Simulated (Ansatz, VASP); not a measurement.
## One calculation of SnTe, two programs

```
Sn Te
1.0
     6.41064    0.00000    0.00000
     0.00000    6.41064    0.00000
     0.00000    0.00000    6.41064
Sn Te
4 4
Direct
  0.24965 0.24965 0.24965
  0.25035 0.75035 0.74965
  0.74965 0.25035 0.75035
  0.75035 0.74965 0.25035
  0.75005 0.75005 0.75005
  0.74995 0.24995 0.25005
  0.25005 0.74995 0.24995
  0.24995 0.25005 0.74995
```

Alike in both runs: functional PBE; k mesh 6 × 6 × 6; occupations gaussian, width 0.02 eV; no spin polarisation.

Ansatz relaxed the structure, and its values are those at the end. VASP's run is a single point on that final structure, the one shown.

```csv
,VASP,Ansatz
version,VASP 6.6.1,Ansatz 0.2.0
potentials or method,"VASP PAW PBE potentials, release 64 (Sn_d, Te), cutoff 520 eV","scalar-relativistic, plane waves, PAW"
valence electrons in the cell,80,120
```

```csv
,VASP,Ansatz,Ansatz less VASP
gap on the k mesh at the Fermi level (eV),0.05,0.05,+0.001
least direct gap on the mesh (eV),0.05,0.05,+0.001
pressure (GPa),0.0,0.0,+0.03
```

VASP's potentials hold 80 valence electrons a cell and Ansatz's 120, so a difference there can come from the potentials and not from the codes.

Spin-orbit coupling is off throughout.
